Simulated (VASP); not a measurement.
Input of a VASP 6.6.1 run:

The input INCAR:

```
SYSTEM = B33N32
PREC = Accurate
ENCUT = 520
EDIFF = 1E-6
ISMEAR = -1
SIGMA = 0.05
LREAL = Auto
LASPH = .True.
NELM = 60
ALGO = Normal
ISIF = 2
LWAVE = .False.
LCHARG = .True.
GGA = PS
LELF = .True.
LVHAR = .True.
NBANDS = 168
NELECT = 260.0
ISYM = 0
```

KPOINTS

```
Automatic mesh
0
Gamma
  1 1 1
  0.25 0.25 0.25
```

POSCAR

```
B33N32
1.0
    7.2115910000      0.0000000000      0.0000000000
    0.0000000000      7.2115910000      0.0000000000
    0.0000000000      0.0000000000      7.2115910000
B N
33 32
Direct
    0.0023840000      0.0011160000      0.0029660000
    0.0005710000      0.0013640000      0.5032830000
    0.0005140000      0.5022410000      0.0014320000
    0.9920100000      0.5027550000      0.5101090000
    0.5037670000      0.9961880000      0.9990580000
    0.5016500000      0.9964390000      0.5031730000
    0.5102960000      0.4953730000      0.9929390000
    0.4629510000      0.4606510000      0.4545640000
    0.2566680000      0.2443030000      0.9946050000
    0.2498890000      0.2510040000      0.5001480000
    0.2498670000      0.7501340000      0.0016690000
    0.2486080000      0.7583050000      0.5087100000
    0.7550370000      0.2480480000      0.9988750000
    0.7558640000      0.2493320000      0.5040220000
    0.7508840000      0.7494710000      0.0026770000
    0.7464500000      0.7478190000      0.5064680000
    0.2516870000      0.9989960000      0.2523840000
    0.2521080000      0.9994870000      0.7511410000
    0.1986360000      0.5446880000      0.2800370000
    0.2525750000      0.5002490000      0.7514880000
    0.7541130000      0.9960070000      0.2527410000
    0.7523810000      0.9987660000      0.7520080000
    0.7530260000      0.4988550000      0.2531630000
    0.7490890000      0.5034660000      0.7487590000
    0.9984970000      0.2521250000      0.2535560000
    0.0026250000      0.2511420000      0.7529940000
    0.9940960000      0.7564380000      0.2529940000
    0.9998880000      0.7514540000      0.7544730000
    0.5209340000      0.2332000000      0.2475480000
    0.5029400000      0.2494570000      0.7475230000
    0.4979140000      0.7529940000      0.2532150000
    0.5046040000      0.7462290000      0.7502630000
    0.3479100000      0.4130970000      0.2598290000
    0.1296240000      0.1282530000      0.1283400000
    0.1259930000      0.1250520000      0.6274150000
    0.1111820000      0.6391950000      0.1230720000
    0.1245550000      0.6276680000      0.6319230000
    0.6374200000      0.1132670000      0.1235210000
    0.6281540000      0.1238430000      0.6264250000
    0.6248480000      0.6228900000      0.1284230000
    0.6321110000      0.6314080000      0.6337710000
    0.4131070000      0.3425650000      0.0969150000
    0.3728720000      0.3708340000      0.6258670000
    0.3761270000      0.8754740000      0.1249430000
    0.3763620000      0.8768480000      0.6315170000
    0.8775540000      0.3755840000      0.1252490000
    0.8748040000      0.3760450000      0.6329160000
    0.8750260000      0.8775290000      0.1280440000
    0.8775570000      0.8770540000      0.6280340000
    0.3791930000      0.1175170000      0.3760100000
    0.3781480000      0.1202520000      0.8714640000
    0.3670430000      0.6482690000      0.3829610000
    0.3769420000      0.6222750000      0.8787050000
    0.8776960000      0.1236880000      0.3780100000
    0.8795750000      0.1249640000      0.8768680000
    0.8720840000      0.6276950000      0.3795240000
    0.8764260000      0.6256360000      0.8788470000
    0.1050970000      0.3790740000      0.3900420000
    0.1298870000      0.3761190000      0.8791130000
    0.1233440000      0.8798000000      0.3789370000
    0.1269950000      0.8769700000      0.8778580000
    0.6403810000      0.3655110000      0.3730070000
    0.6324170000      0.3739960000      0.8705350000
    0.6264950000      0.8744370000      0.3779130000
    0.6274770000      0.8741660000      0.8779240000
```

Potentials or basis: VASP PAW PBE potentials, release 64 (B, N).

Run with:

```console
$ cat potpaw_PBE.64/B/POTCAR potpaw_PBE.64/N/POTCAR > POTCAR
$ mpirun -np 1 vasp_std > vasp.out
```

(1) What does it give for the largest force?

Results:

(1) 0.368 eV/Å.

Caveat: the k points lie up to 0.87 Å⁻¹ apart; the cell carries a net charge on a neutralising background, which shifts energy and pressure; the PAW data sets were made with another functional, which shifts forces and pressure a little.
